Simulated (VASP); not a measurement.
Write the native input for VASP 6.6.1 that does the following.

* Task: single point
* Functional: PBE
* Potentials or basis: VASP PAW PBE potentials, release 64 (Ti_sv, Al)
* Cutoff: 520 eV
* k mesh: 12 × 8 × 8, shifted
* Occupations: gaussian, width 0.1 eV
* Spin: no spin polarisation
* Dipole correction: no
* Further INCAR settings: ALGO = Fast; EDIFF = 1e-06; NBANDS = 18

The structure of TiAl3 lies in POSCAR:

```
TiAl3
1.0
    2.8396770000      0.0000000000      0.0000000000
    0.0000000000      4.6812640000      0.0000000000
    0.0000000000      0.0000000000      4.9007420000
Ti Al
1 3
Direct
    0.0000000000      0.5000000000      0.1659160000
    0.5000000000      0.5000000000      0.6672710000
    0.5000000000      0.0000000000      0.3309120000
    0.0000000000      0.0000000000      0.8359000000
```

One way to write it, as run:

INCAR

```
PREC = Accurate ; ENCUT = 520
EDIFF = 1E-6 ; ISMEAR = 0
SIGMA = 0.1 ; LREAL = F
LASPH = T ; NELM = 80
ALGO = Fast ; ISIF = 2
LWAVE = F ; LCHARG = F
GGA = PE ; NBANDS = 18
```

KPOINTS

```
Automatic mesh
0
Gamma
  12 8 8
  0.5 0.5 0.5
```

Potentials or basis: VASP PAW PBE potentials, release 64 (Ti_sv, Al).

Command:

```sh
$ cat potpaw_PBE.64/Ti_sv/POTCAR potpaw_PBE.64/Al/POTCAR > POTCAR
$ mpirun -np 1 vasp_std > vasp.out
```

It gave:

| Property | Result |
| --- | --- |
| Pressure | -0.1 GPa |
| Largest force | 0.040 eV/Å |

Run time: 88 s on 1 thread of Intel(R) Xeon(R) 6975P-C (Granite Rapids), on a shared host, peak memory 0.23 GiB.
